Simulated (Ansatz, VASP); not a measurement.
# One calculation of InAs, two programs

POSCAR

```
InAs
1.0
    0.0000000000      3.0535620000      3.0535620000
    3.0535620000      0.0000000000      3.0535620000
    3.0535620000      3.0535620000      0.0000000000
In As
1 1
Direct
    0.7500000000      0.7500000000      0.7500000000
    0.0000000000      0.0000000000      0.0000000000
```

File INCAR.step1:

```
PREC     = Accurate       # precision mode
ENCUT    = 600            # plane-wave cutoff, eV
ISMEAR   = 0              # smearing method
SIGMA    = 0.1            # smearing width, eV
LREAL    = False          # projectors in reciprocal space
LASPH    = True           # aspherical terms in the spheres
NELM     = 100            # most SCF steps
GGA      = PE             # functional
ALGO     = Normal         # electronic algorithm
EDIFF    = 1E-4           # SCF threshold, eV
LWAVE    = True           # write WAVECAR
LCHARG   = False          # write CHGCAR
```

File INCAR.step2:

```
PREC     = Accurate       # precision mode
ENCUT    = 600            # plane-wave cutoff, eV
EDIFF    = 1E-7           # SCF threshold, eV
ISMEAR   = 0              # smearing method
SIGMA    = 0.1            # smearing width, eV
LREAL    = False          # projectors in reciprocal space
LASPH    = True           # aspherical terms in the spheres
NELM     = 100            # most SCF steps
ALGO     = Normal         # electronic algorithm
ISIF     = 3              # what is computed and relaxed
LWAVE    = False          # write WAVECAR
LCHARG   = False          # write CHGCAR
METAGGA  = R2SCAN         # meta-GGA
LMIXTAU  = True         
IBRION   = 2              # ionic algorithm
NSW      = 70             # ionic steps
EDIFFG   = -0.02          # ionic threshold
ISTART   = 1
```

KPOINTS

```
Automatic mesh
0
Gamma
  16 16 16
```

Input for Ansatz:

```yaml
crystal:
  lattice:
    - [0.0, 3.053562, 3.053562]
    - [3.053562, 0.0, 3.053562]
    - [3.053562, 3.053562, 0.0]
  atoms:
    - { symbol: In, position: [0.75, 0.75, 0.75] }
    - { symbol: As, position: [0.0, 0.0, 0.0] }
basis:
  ecutwfc: 500
kpoints:
  mp_grid: { grid: [16, 16, 16] }
hamiltonian:
  xc: r2scan
scf:
  occupations: { method: gaussian, width: 0.1 }
output:
  forces: true
  stress: true
  eigenvalues: true
relax:
  adjacent_minimum: "off"
  f_tol: 0.02
  max_steps: 50
  cell: { stress_tol: 0.1 }
```

Alike in both runs: task relaxation of cell and atoms; functional r2SCAN; k mesh 16 × 16 × 16; occupations gaussian, width 0.1 eV; no spin polarisation.

|  | VASP | Ansatz |
| --- | --- | --- |
| version | VASP 6.6.1 | Ansatz 0.2.0 |
| potentials or method | VASP PAW PBE potentials, release 64 (In_d, As), cutoff 600 eV | scalar-relativistic, plane waves, PAW |
| valence electrons in the cell | 18 | 28 |

```tsv
	VASP	Ansatz	Ansatz less VASP
relaxed volume (Å³/atom)	28.47	28.47	0.000
relaxed cell length with the largest relative difference (Å)	4.318	4.318	0.0000
```

VASP's potentials were made for PBE, not for r2SCAN. VASP's potentials hold 18 valence electrons a cell and Ansatz's 28, so a difference there can come from the potentials and not from the codes.

Noted on VASP's run: the relaxation stopped at its first step, so nothing moved.
